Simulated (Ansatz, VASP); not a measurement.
**CaHf3 in VASP and in Ansatz**

Contents of INCAR:

```
ALGO = Normal ; EDIFF = 1E-7
EDIFFG = -0.04 ; ENCUT = 500
GGA = PE ; GGA_COMPAT = False
IBRION = 2 ; ISIF = 3
ISMEAR = 0 ; LASPH = True
LCHARG = False ; LREAL = False
LWAVE = False ; NELM = 120
NELMIN = 4 ; NSW = 90
PREC = Accurate ; SIGMA = 0.1
```

KPOINTS

```
k-points
0
Gamma
  4 4 4
```

Contents of POSCAR:

```
CaHf3
1.0
    4.2987281500      0.0000000000      0.0000000000
    0.0000000000      4.2987281500      0.0000000000
    0.0000000000      0.0000000000      4.2987281500
Ca Hf
1 3
Direct
    0.0000000000      0.0000000000      0.0000000000
    0.0000000000      0.5000000000      0.5000000000
    0.5000000000      0.0000000000      0.5000000000
    0.5000000000      0.5000000000      0.0000000000
```

Input for Ansatz:

```yaml
crystal:
  lattice:
    - [4.29872815, 0.0, 0.0]
    - [0.0, 4.29872815, 0.0]
    - [0.0, 0.0, 4.29872815]
  atoms:
    - { symbol: Ca, position: [0.0, 0.0, 0.0] }
    - { symbol: Hf, position: [0.0, 0.5, 0.5] }
    - { symbol: Hf, position: [0.5, 0.0, 0.5] }
    - { symbol: Hf, position: [0.5, 0.5, 0.0] }
basis:
  ecutwfc: 420
kpoints:
  mp_grid: { grid: [4, 4, 4] }
hamiltonian:
  xc: pbe
scf:
  occupations: { method: gaussian, width: 0.1 }
  lower_state_search: "off"
output:
  forces: true
  stress: true
  eigenvalues: true
relax:
  adjacent_minimum: "off"
  f_tol: 0.04
  max_steps: 70
  cell: { stress_tol: 0.4 }
```

Change from the starting cell: species swapped into the DyGa3 type (Pm-3m, No. 221).

Alike in both runs: task relaxation of cell and atoms; functional PBE; k mesh 4 × 4 × 4; occupations gaussian, width 0.1 eV; no spin polarisation.

|  | VASP | Ansatz |
| --- | --- | --- |
| version | VASP 6.6.1 | Ansatz 0.2.0 |
| potentials or method | VASP PAW PBE potentials, release 64 (Ca_sv, Hf_pv), cutoff 500 eV | scalar-relativistic, plane waves, PAW |
| valence electrons in the cell | 40 | 88 |

|  | VASP | Ansatz | Ansatz less VASP |
| --- | --- | --- | --- |
| gap on the k mesh at the Fermi level, each at its own relaxed structure (eV) | none | none | - |
| relaxed volume (Å³/atom) | 24.47 | 24.44 | -0.028 |
| relaxed cell length with the largest relative difference (Å) | 4.608 | 4.607 | -0.0018 |

A gap of «none» marks a metal or a gap that the smearing closes. VASP's potentials hold 40 valence electrons a cell and Ansatz's 88, so a difference there can come from the potentials and not from the codes.

The k mesh is coarse, so the values compare programs but aren't converged. Neither program's run includes spin-orbit coupling. Noted on VASP's run: the volume moved by over 15 % at a fixed basis, so the end points are rough.
